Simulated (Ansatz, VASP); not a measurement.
## Two plane-wave programs on Si3C

INCAR

```
ALGO = Normal ; EDIFF = 1E-7
ENCUT = 520 ; GGA = PE
ISIF = 2 ; ISMEAR = 0
ISPIN = 2 ; LASPH = T
LCHARG = F ; LORBIT = 11
LREAL = F ; LWAVE = F
MAGMOM = 0 0 0 1 ; NBANDS = 20
NELM = 150 ; PREC = Accurate
SIGMA = 0.1
```

KPOINTS

```
k-points
0
Gamma
  6 6 2
```

Contents of POSCAR:

```
Si3C
1.0
    2.5812866265      0.0000000000      0.0000000000
   -1.2906433133      2.2354597930      0.0000000000
    0.0000000000      0.0000000000      8.8644206721
Si C
3 1
Direct
    0.0000000000      0.0000000000      0.7099565058
    0.0000000000      0.0000000000      0.0000000000
    0.0000000000      0.0000000000      0.2900434942
    0.0000000000      0.0000000000      0.5000000000
```

Input for Ansatz:

```yaml
crystal:
  lattice:
    - [2.5812866265, 0.0, 0.0]
    - [-1.2906433133, 2.235459793, 0.0]
    - [0.0, 0.0, 8.8644206721]
  atoms:
    - { symbol: Si, position: [0.0, 0.0, 0.7099565058] }
    - { symbol: Si, position: [0.0, 0.0, 0.0] }
    - { symbol: Si, position: [0.0, 0.0, 0.2900434942] }
    - { symbol: C, position: [0.0, 0.0, 0.5], spin: 1.0 }
basis:
  ecutwfc: 420
kpoints:
  mp_grid: { grid: [6, 6, 2] }
hamiltonian:
  xc: pbe
scf:
  occupations: { method: gaussian, width: 0.1 }
  lower_state_search: "off"
output:
  forces: true
  stress: true
  eigenvalues: true
  populations: true
magnetization:
  spin_polarized: true
```

Alike in both runs: task single point; functional PBE; k mesh 6 × 6 × 2; occupations gaussian, width 0.1 eV; collinear spin.

|  | VASP | Ansatz |
| --- | --- | --- |
| version | VASP 6.6.1 | Ansatz 0.2.0 |
| potentials or method | VASP PAW PBE potentials, release 64 (Si, C), cutoff 520 eV | scalar-relativistic, plane waves, PAW |
| valence electrons in the cell | 16 | 16 |

```tsv
	VASP	Ansatz	Ansatz less VASP
gap on the k mesh at the Fermi level (eV)	none	none	-
pressure (GPa)	0.1	0.1	+0.06
rms of the force components (eV/Å)	0.007	0.008	+0.0005
net moment per atom (μB)	0.00	0.00	0.000
```

Atom by atom the forces differ by 0.000 eV/Å (rms over components). A gap of «none» marks a metal or a gap that the smearing closes. Ansatz's warnings: seeded moment not kept.

The k mesh is coarse, so the values compare programs but aren't converged.
